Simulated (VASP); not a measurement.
**BaTe: single point with PBE0**

The system is BaTe.

```
Ba Te
1.0
     0.00000    3.36391    3.36391
     3.36391    0.00000    3.36391
     3.36391    3.36391    0.00000
Ba Te
1 1
Direct
  0.00000 0.00000 0.00000
  0.50000 0.50000 0.50000
```

```
Program             : VASP 6.6.1
Task                : single point
Functional          : PBE0
Potentials or basis : VASP PAW PBE potentials, release 64 (Ba_sv, Te)
Cutoff              : 520 eV
k mesh              : 4 × 4 × 4
Occupations         : fermi-dirac, width 0.05 eV
Spin                : no spin polarisation
```

The pressure is 6.0 GPa and the band gap on the k mesh is 2.60 eV (least direct gap 3.03 eV).

Levels at points of the mesh, in eV from the valence-band top:
```csv
k point,band 6,band 7,band 8,band 9,band 10,band 11
"(0.00, 0.00, 0.00)",0.00,0.00,0.00,4.37,4.37,4.37
"(0.50, 0.00, 0.00)",-2.86,-1.52,-1.52,5.77,6.78,6.92
"(0.50, 0.50, 0.00)",-1.33,-0.43,-0.43,2.60,6.27,6.78
```

It took 14 min on 1 thread of Intel Xeon 8259CL, with other jobs on the host, peak memory 0.22 GiB.

Caveat: the cell stands under pressure; the PAW data sets were made with another functional, which shifts forces and pressure a little; spin-orbit coupling is left out, which moves the levels of the heavy elements. A k mesh can miss the band edges.
